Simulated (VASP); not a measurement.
Input of a VASP 6.6.1 run:

INCAR

```
SYSTEM = Na2Cl
  PREC = Accurate
  ENCUT = 520
  EDIFF = 1E-6
  ISMEAR = -1
  SIGMA = 0.1
  LREAL = .FALSE.
  LASPH = .TRUE.
  NELM = 60
  ALGO = Normal
  ISIF = 2
  LWAVE = .FALSE.
  LCHARG = .FALSE.
  LDIPOL = .TRUE.
  IDIPOL = 3
  DIPOL = 0.5 0.5 0.486
  GGA = PS
  NBANDS = 30
```

The input KPOINTS:

```
Automatic mesh
0
G
  5 5 1
  0 0 0
```

File POSCAR:

```
Na2Cl
1.0
    3.9347742747      0.0000000000      0.0000000000
    1.9673871373      3.4076144800      0.0000000000
    0.0000000000      0.0000000000     27.7542047267
Na Cl
4 2
Direct
    0.6666666667      0.6666666667      0.3496389317
    0.0000000000      0.0000000000      0.4693028407
    0.3333333333      0.3333333333      0.5898790965
    0.6666666667      0.6666666667      0.6906507900
    0.0000000000      0.0000000000      0.2882446130
    0.6666666667      0.6666666667      0.5287092873
```

Potentials or basis: VASP PAW PBE potentials, release 64 (Na_pv, Cl).

Run with:

```console
$ cat potpaw_PBE.64/Na_pv/POTCAR potpaw_PBE.64/Cl/POTCAR > POTCAR
$ mpirun -np 1 vasp_std > vasp.out
```

What does it give for the band gap on the k mesh?

Zero (bands 21 and 22 overlap by 1.27 eV).

What does it give for the largest force?

1.497 eV/Å.

Forces in eV/Å, atoms in the order of the input:
```
Na   0.000  0.000 -1.497
Na   0.000  0.000  0.053
Na   0.000  0.000  0.012
Na   0.000  0.000  0.002
Cl   0.000  0.000  1.440
Cl   0.000  0.000 -0.010
```

Caveat: the k points lie up to 0.37 Å⁻¹ apart, too coarse for converged energies and pressures of a metal; the PAW data sets were made with another functional, which shifts forces and pressure a little.
